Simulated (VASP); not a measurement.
# In (P4/nmm) in VASP: notebook

Runs on In. Level: PBE. Tasks: single point.

Program: VASP 6.6.1. These are calculated values, not measurements. Logs are shortened: lines on timing, memory, paths and dates and some standing lists are left out, and cuts for length are marked.

**1. The cell of the first run**

The typed cell holds 2 atoms: a = 3.834 Å, b = 3.834 Å, c = 3.662 Å, α = 90.00°, β = 90.00°, γ = 90.00°.

**2. Single point, PBE (26.91 Å³/atom)**

Input file INCAR:

```
  PREC = Accurate
  ENCUT = 520
  EDIFF = 1E-6
  ISMEAR = 0
  SIGMA = 0.1
  LREAL = F
  LASPH = T
  NELM = 60
  ALGO = Fast
  ISIF = 2
  LWAVE = F
  LCHARG = T
  GGA = PE
  LELF = T
  LVHAR = T
  NBANDS = 20
```

Input file KPOINTS:

```
Automatic mesh
0
Gamma
  14 14 16
```

Input file POSCAR:

```
In
1.0
    3.8335111631      0.0000000000      0.0000000000
    0.0000000000      3.8335111631      0.0000000000
    0.0000000000      0.0000000000      3.6623078885
In
2
Direct
    0.5000000000      0.0000000000      0.2499153087
    0.0000000000      0.5000000000      0.7500846913
```

Potentials or basis: VASP PAW PBE potentials, release 64 (In_d).

Run with:

```console
cat potpaw_PBE.64/In_d/POTCAR > POTCAR
mpirun -np 1 vasp_std > vasp.out
```

OUTCAR:

```text
PREC = Accurate
   ENCUT = 520
   EDIFF = 1E-6
   ISMEAR = 0
   LREAL = F
   LASPH = T
   NELM = 60
   ISIF = 2
   GGA = PE

 ion  position               nearest neighbor table
   1  0.500  0.000  0.250-   2 3.27   2 3.27   2 3.27   2 3.27   2 3.27   2 3.27   2 3.27   2 3.27

   2  0.000  0.500  0.750-   1 3.27   1 3.27   1 3.27   1 3.27   1 3.27   1 3.27   1 3.27   1 3.27

  LATTYP: Found a simple tetragonal cell.
 ALAT       =     3.8335111631
 C/A-ratio  =     0.9553403480

  Lattice vectors:

 A1 = (   3.8335111631,   0.0000000000,   0.0000000000)
 A2 = (   0.0000000000,   3.8335111631,   0.0000000000)
 A3 = (   0.0000000000,   0.0000000000,   3.6623078885)

Analysis of symmetry for initial positions (statically):
=====================================================================
 Subroutine PRICEL returns:
 Original cell was already a primitive cell.

 Routine SETGRP: Setting up the symmetry group for a
 simple tetragonal supercell.

 Subroutine GETGRP returns: Found 16 space group operations
 (whereof  8 operations were pure point group operations)
 out of a pool of 16 trial point group operations.

The static configuration has the point symmetry D_2d.
 The point group associated with its full space group is D_4h.

Analysis of symmetry for dynamics (positions and initial velocities):
=====================================================================
 Subroutine PRICEL returns:
 Original cell was already a primitive cell.

 Routine SETGRP: Setting up the symmetry group for a
 simple tetragonal supercell.

 Subroutine GETGRP returns: Found 16 space group operations
 (whereof  8 operations were pure point group operations)
 out of a pool of 16 trial point group operations.

The dynamic configuration has the point symmetry D_2d.
 The point group associated with its full space group is D_4h.

 Subroutine INISYM returns: Found 16 space group operations
 (whereof  8 operations are pure point group operations),
 and found     1 'primitive' translations

----------------------------------------------------------------------------------------

                                     Primitive cell

  volume of cell :      53.8206

  direct lattice vectors                    reciprocal lattice vectors
     3.833511163  0.000000000  0.000000000     0.260857464  0.000000000  0.000000000
     0.000000000  3.833511163  0.000000000     0.000000000  0.260857464  0.000000000
     0.000000000  0.000000000  3.662307888     0.000000000  0.000000000  0.273051865

  length of vectors
     3.833511163  3.833511163  3.662307888     0.260857464  0.260857464  0.273051865

  position of ions in fractional coordinates (direct lattice)
     0.500000000  0.000000000  0.249915309
     0.000000000  0.500000000  0.750084691

  ion indices of the primitive-cell ions
   primitive index   ion index
                 1           1
                 2           2

----------------------------------------------------------------------------------------

 KPOINTS: Automatic mesh

Automatic generation of k-mesh.
 Grid dimensions read from file:
 generate k-points for:   14   14   16

 Generating k-lattice:

  Cartesian coordinates                     Fractional coordinates (reciprocal lattice)
     0.018632676  0.000000000  0.000000000     0.071428571  0.000000000  0.000000000
     0.000000000  0.018632676  0.000000000     0.000000000  0.071428571  0.000000000
     0.000000000  0.000000000  0.017065742     0.000000000  0.000000000  0.062500000

  Length of vectors
     0.018632676  0.018632676  0.017065742

  Shift w.r.t. Gamma in fractional coordinates (k-lattice)
     0.000000000  0.000000000  0.000000000

 Subroutine IBZKPT returns following result:
 ===========================================

 Found    324 irreducible k-points:

 Following reciprocal coordinates:
            Coordinates               Weight
  0.000000  0.000000  0.000000      1.000000
  0.071429  0.000000  0.000000      4.000000
  0.142857  0.000000  0.000000      4.000000
  0.214286  0.000000  0.000000      4.000000
  0.285714  0.000000  0.000000      4.000000
  0.357143  0.000000  0.000000      4.000000
[... 16 lines left out ...]
  0.285714  0.214286  0.000000      8.000000
  0.357143  0.214286  0.000000      8.000000
 [... further k-points ...]
   k-points           NKPTS =    324   k-points in BZ     NKDIM =    324   number of bands    NBANDS=     20
   number of dos      NEDOS =    301   number of ions     NIONS =      2
   total plane-waves  NPLWV =  25200
   dimension x,y,z NGX =    30 NGY =   30 NGZ =   28
   dimension x,y,z NGXF=    60 NGYF=   60 NGZF=   56
   ions per type =               2
   NGX,Y,Z   is equivalent  to a cutoff of  13.01, 13.01, 12.71 a.u.
   NGXF,Y,Z  is equivalent  to a cutoff of  26.02, 26.02, 25.42 a.u.
 SYSTEM =  unknown system
   PREC   = accura    normal or accurate (medium, high low for compatibility)
   ISTART =      0    job   : 0-new  1-cont  2-samecut
   ICHARG =      2    charge: 1-file 2-atom 10-const
   ISPIN  =      1    spin polarized calculation?
   LNONCOLLINEAR =      F non collinear calculations
   LSORBIT =      F    spin-orbit coupling
   LASPH  =      T    aspherical Exc in radial PAW
   ENCUT  =  520.0 eV  38.22 Ry    6.18 a.u.   7.13  7.13  6.81*2*pi/ulx,y,z
   NELM   =     60;   NELMIN=  2; NELMDL= -5     # of ELM steps
   EDIFF  = 0.1E-05   stopping-criterion for ELM
   LREAL  =      F    real-space projection
   EDIFFG = 0.1E-04   stopping-criterion for IOM
   NSW    =      0    number of steps for IOM
   IBRION =     -1    ionic relax: 0-MD 1-quasi-New 2-CG
   NFREE  =      0    steps in history (QN), initial steepest desc. (CG)
   ISIF   =      2    stress and relaxation
   ISYM   =      2    0-nonsym 1-usesym 2-fastsym
   POTIM  = 0.5000    time-step for ionic-motion
   TEBEG  =    0.0;   TEEND  =   0.0 temperature during run
   PSTRESS=    0.0 pullay stress
   NELECT =      26.0000    total number of electrons
   NUPDOWN=      -1.0000    fix difference up-down
   EMIN   =  10.00;   EMAX   =-10.00  energy-range for DOS
   EFERMI =   0.00;   METHOD = LEGACY
   ISMEAR =     0;   SIGMA  =   0.10  broadening in eV -4-tet -1-fermi 0-gaus
   EFERMI_NEDOS =   21; number of points for ismear=-14 and -15
   IALGO  =     68    algorithm
   IMIX   =      4    mixing-type and parameters
     AMIX     =   0.40;   BMIX     =  1.00
     AMIX_MAG =   1.60;   BMIX_MAG =  1.00
  volume/ion in A,a.u.               =      26.91       181.60
  Fermi-wavevector in a.u.,A,eV,Ry     =   1.284547  2.427441 22.450426  1.650060
  Thomas-Fermi vector in A             =   2.416734
   LORBIT       =      0    0 simple, 1 ext, 2 COOP (PROOUT), +10 PAW based schemes
   GGA     = PE    functional components
   LHFCALC =     F    Hartree Fock is set to
   AEXX    =    0.0000 exact exchange contribution
   IVDW    =     0    specifies the selected vdW correction
   LEPSILON=     F    determine dielectric tensor
   LRPA    =     F    only Hartree local field effects (RPA)
 non-spin polarized calculation
 RMM-DIIS sequential band-by-band and
 Gauss-broadening in eV      SIGMA  =   0.10
  energy-cutoff  :      520.00
  volume of cell :       53.82
 maximum number of plane-waves:      1468
 NGX is ok and might be reduce to    30
   NGX = 15   NGY = 15   NGZ = 13

 number of electron      25.9999984 magnetization

 Free energy of the ion-electron system (eV)
  ---------------------------------------------------
  ext. energy  EPLUGINS =         0.00000000
  ---------------------------------------------------
  free energy    TOTEN  =        -5.09781112 eV

  energy without entropy =       -5.09355510  energy(sigma->0) =       -5.09568311

 E-fermi :   7.1857     XC(G=0): -10.1214

 val. band max:        7.1857192539   @ k =   0.3571   0.2857   0.3750
 cond. band min:       7.1982910850   @ k =   0.5000   0.5000   0.5000
 fundamental gap:      0.0125718312
 Fermi energy:         7.1857381928

 k-point     1 :       0.0000    0.0000    0.0000
  band No.  band energies     occupation
      1      -7.5470      2.00000
      2      -7.5372      2.00000
      3      -7.4670      2.00000
      4      -7.4304      2.00000
      5      -7.4304      2.00000
      6      -7.2064      2.00000
[... 12 lines left out ...]
     19      17.8021      0.00000
     20      18.3034      0.00000

 k-point     2 :       0.0714    0.0000    0.0000
  band No.  band energies     occupation
      1      -7.5419      2.00000
      2      -7.5293      2.00000
      3      -7.4638      2.00000
      4      -7.4277      2.00000
      5      -7.4259      2.00000
      6      -7.2095      2.00000
[... 12 lines left out ...]
     19      17.4152      0.00000
     20      18.0016      0.00000

 k-point     3 :       0.1429    0.0000    0.0000
  band No.  band energies     occupation
      1      -7.5278      2.00000
      2      -7.5051      2.00000
      3      -7.4541      2.00000
      4      -7.4194      2.00000
      5      -7.4126      2.00000
      6      -7.2195      2.00000
[... 12 lines left out ...]
     19      16.5322      0.00000
     20      17.2043      0.00000

 k-point     4 :       0.2143    0.0000    0.0000
  band No.  band energies     occupation
      1      -7.5062      2.00000
      2      -7.4670      2.00000
      3      -7.4377      2.00000
      4      -7.4051      2.00000
      5      -7.3911      2.00000
      6      -7.2376      2.00000
[... 12 lines left out ...]
     19      15.5000      0.00000
     20      16.1864      0.00000

 k-point     5 :       0.2857    0.0000    0.0000
  band No.  band energies     occupation
      1      -7.4778      2.00000
      2      -7.4193      2.00000
      3      -7.4143      2.00000
      4      -7.3848      2.00000
      5      -7.3625      2.00000
      6      -7.2631      2.00000
[... 12 lines left out ...]
     19      15.1266      0.00000
     20      16.8006      0.00000
[... 353 lines left out ...]
      6      -7.2928      2.00000
[... 12 lines left out ...]
     19      15.8161      0.00000
     20      15.8161      0.00000

 k-point    22 :       0.2143    0.2143    0.0000
  band No.  band energies     occupation
      1      -7.4702      2.00000
      2      -7.4660      2.00000
      3      -7.4333      2.00000
      4      -7.4130      2.00000
      5      -7.2795      2.00000
      6      -7.2516      2.00000
[... 12 lines left out ...]
     19      15.9499      0.00000
     20      16.6017      0.00000

 k-point    23 :       0.2857    0.2143    0.0000
  band No.  band energies     occupation
      1      -7.4711      2.00000
      2      -7.4515      2.00000
      3      -7.4281      2.00000
      4      -7.3731      2.00000
      5      -7.3015      2.00000
      6      -7.2500      2.00000
[... 12 lines left out ...]
     19      16.0813      0.00000
     20      17.3055      0.00000

 k-point    24 :       0.3571    0.2143    0.0000
  band No.  band energies     occupation
      1      -7.4662      2.00000
      2      -7.4333      2.00000
      3      -7.4210      2.00000
      4      -7.3488      2.00000
      5      -7.3298      2.00000
      6      -7.2607      2.00000
[... 12 lines left out ...]
     19      16.1183      0.00000
     20      18.2448      0.00000

 [... further k-points ...]
[... 5 lines left out ...]
  --------------------------------------------------------------------------------------
  -------------------------------------------------------------------------------------
  Total        0.3708857      0.3708857      0.3837382      0.0000000      0.0000000     -0.0000000
  in kB       11.0408470     11.0408470     11.4234505      0.0000000      0.0000000     -0.0000000
  external PRESSURE =      11.1683815 kB  Pullay stress =       0.0000000 kB

 VOLUME and BASIS-vectors are now :
 -----------------------------------------------------------------------------
  energy-cutoff  :      520.00
  volume of cell :       53.82
      direct lattice vectors                 reciprocal lattice vectors
     3.833511163  0.000000000  0.000000000     0.260857464  0.000000000  0.000000000
     0.000000000  3.833511163  0.000000000     0.000000000  0.260857464  0.000000000
     0.000000000  0.000000000  3.662307888     0.000000000  0.000000000  0.273051865

 POSITION                                       TOTAL-FORCE (eV/Angst)
 -----------------------------------------------------------------------------------
      1.91676      0.00000      0.91527        -0.000000      0.000000      0.000995
      0.00000      1.91676      2.74704         0.000000      0.000000     -0.000995
 -----------------------------------------------------------------------------------
    total drift:                                0.000000      0.000000      0.000000

  FREE ENERGIE OF THE ION-ELECTRON SYSTEM (eV)
  ---------------------------------------------------
  free  energy   TOTEN  =        -5.0978111249 eV

  energy  without entropy=       -5.0935550955  energy(sigma->0) =       -5.09568311
```

It took 7.7 min on 1 thread of Intel Xeon 8259CL, shared host; peak memory 0.37 GiB.

Results:

```
Free energy            : -5.0978 eV
Pressure               : 1.1 GPa
Band gap on the k mesh : zero (bands 13 and 14 overlap by 7.48 eV)
```

Caveat: spin-orbit coupling is left out, which moves the levels of the heavy elements.

**3. Single point, PBE**

This run uses another cell than the first one, of 27.74 Å³/atom.

Input file INCAR:

```
ALGO = Fast
EDIFF = 1E-6
ENCUT = 520
GGA = PE
ISIF = 2
ISMEAR = 0
LASPH = T
LCHARG = F
LREAL = F
LWAVE = F
NBANDS = 20
NELM = 80
PREC = Accurate
SIGMA = 0.1
```

Input file KPOINTS:

```
k-points
0
Gamma
  14 14 16
```

Input file POSCAR:

```
In
1.0
    3.8726313258      0.0000000000      0.0000000000
    0.0000000000      3.8726313258      0.0000000000
    0.0000000000      0.0000000000      3.6996809584
In
2
Direct
    0.5000000000      0.0000000000      0.2499153087
    0.0000000000      0.5000000000      0.7500846913
```

Potentials or basis: VASP PAW PBE potentials, release 64 (In_d).

Run with:

```console
cat potpaw_PBE.64/In_d/POTCAR > POTCAR
mpirun -np 1 vasp_std > vasp.out
```

Run time: 7.2 min. Hardware: 1 thread of Intel Xeon 8259CL, shared host; peak memory 0.38 GiB.

The run converged. Its results:

| Property | Result |
| --- | --- |
| Free energy | -5.1041 eV |
| Pressure | 0.1 GPa |
| Band gap on the k mesh | zero (bands 13 and 14 overlap by 7.18 eV) |

Levels at points of the mesh, in eV from the Fermi level:
```
           k point  band 10  band 11  band 12  band 13  band 14  band 15  band 16  band 17
(0.00, 0.00, 0.00)   -14.24    -9.12     0.58     1.00     1.00     1.91     4.97     5.54
(0.50, 0.00, 0.00)   -14.42    -6.41    -6.41     4.07     4.07     4.56     4.56     4.95
(0.50, 0.50, 0.00)   -14.22    -4.10    -4.10    -3.01    -3.01     6.12     6.12     7.69
(0.00, 0.00, 0.50)   -14.41    -6.14    -6.14     4.17     4.17     4.32     4.32     4.32
(0.50, 0.00, 0.50)   -14.21    -3.77    -3.77    -2.87    -2.87     5.49     5.49     6.89
(0.50, 0.50, 0.50)   -14.35    -2.39    -2.39     0.05     0.05     0.29     0.29     0.29
```

Caveat: spin-orbit coupling is left out, which moves the levels of the heavy elements.
